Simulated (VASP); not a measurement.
Set up this calculation in VASP 6.6.1, as the native input.

* Task: relaxation of cell and atoms
* Functional: LDA
* Potentials or basis: VASP PAW LDA potentials, release 64 (La, O)
* Cutoff: 600 eV
* k mesh: 8 × 8 × 5
* Occupations: fermi-dirac, width 0.05 eV
* Spin: no spin polarisation
* Hubbard terms: La f U = 6.0 eV
* Dipole correction: no
* Further INCAR settings: ALGO = Normal; EDIFF = 1e-06; IBRION = 2; EDIFFG = -0.01; NSW = 60; ISIF = 3

The structure of La2O3 lies in POSCAR:

```
La2O3
1.0
    3.9307778780      0.0000000000      0.0000000000
   -1.9653889390      3.4041534990      0.0000000000
    0.0000000000      0.0000000000      6.1119535200
La O
2 3
Direct
    0.3333333333      0.6666666667      0.2462356800
    0.6666666667      0.3333333333      0.7537643200
    0.0000000000      0.0000000000      0.0000000000
    0.3333333333      0.6666666667      0.6458906500
    0.6666666667      0.3333333333      0.3541093500
```

One way to write it, as run:

INCAR

```
SYSTEM = La2O3
ALGO = Normal
EDIFF = 1E-6
EDIFFG = -0.01
ENCUT = 600
IBRION = 2
ISIF = 3
ISMEAR = -1
LASPH = .True.
LCHARG = .False.
LDAU = .True.
LDAUJ = 0 0
LDAUL = 3 -1
LDAUPRINT = 1
LDAUTYPE = 2
LDAUU = 6 0
LMAXMIX = 6
LREAL = .False.
LWAVE = .False.
NELM = 150
NSW = 60
PREC = Accurate
SIGMA = 0.05
```

KPOINTS

```
k-points
0
Gamma
  8 8 5
  0 0 0
```

Potentials or basis: VASP PAW LDA potentials, release 64 (La, O).

Command:

```console
$ cat potpaw_LDA.64/La/POTCAR potpaw_LDA.64/O/POTCAR > POTCAR
$ mpirun -np 1 vasp_std > vasp.out
```

Results of the run:

* Relaxed volume: 16.08 Å³/atom
* Relaxed cell: a = 3.924 Å, b = 3.924 Å, c = 6.028 Å, α = 90.00°, β = 90.00°, γ = 120.00°
* Space group after relaxing (to 0.1 Å): P-3m1 (No. 164)
* Energy gained by relaxing: 2.0 meV/atom
* Ionic steps: 12
* Pressure after relaxing: 0.0 GPa
* Band gap on the k mesh: 3.79 eV (least direct gap 3.93 eV)

Caveat: spin-orbit coupling is left out, which moves the levels of the heavy elements.

Wall time 12 min on 1 thread of Intel(R) Xeon(R) Platinum 8259CL CPU @ 2.50GHz (Skylake/Cascade Lake) (shared host), peak memory 0.25 GiB.
